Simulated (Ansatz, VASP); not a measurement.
Two plane-wave programs on Al2Ru

```
Al Ru
1.0
     0.00000    4.50201    4.28154
     2.27812    0.00000    4.28154
     2.27812    4.50201    0.00000
Al Ru
4 2
Cartesian
  1.1391 0.8970 2.1408
  1.1391 3.6050 2.1408
  2.2781 1.3540 4.2815
  2.2781 7.6500 4.2815
  3.4172 6.7530 6.4223
  2.2781 4.5020 4.2815
```

Alike in both runs: functional PBEsol; k mesh 1 × 1 × 1; occupations gaussian, width 0.01 eV; no spin polarisation.

Ansatz relaxed the structure, and its values are those at the end. VASP's run is a single point on that final structure, the one shown.

|  | VASP | Ansatz |
| --- | --- | --- |
| version | VASP 6.6.1 | Ansatz 0.2.0 |
| potentials or method | VASP PAW PBE potentials, release 64 (Al, Ru_pv), cutoff 520 eV | scalar-relativistic, plane waves, PAW |
| valence electrons in the cell | 40 | 44 |

```csv
,VASP,Ansatz,Ansatz less VASP
gap on the k mesh at the Fermi level (eV),1.17,1.17,+0.009
least direct gap on the mesh (eV),1.17,1.17,+0.009
pressure (GPa),0.1,0.0,-0.10
rms of the force components (eV/Å),0.004,0.002,-0.0028
```

VASP's potentials were made for PBE, not for PBEsol. VASP's potentials hold 40 valence electrons a cell and Ansatz's 44, so a difference there can come from the potentials and not from the codes.

The k mesh is coarse, so the values compare programs but aren't converged.
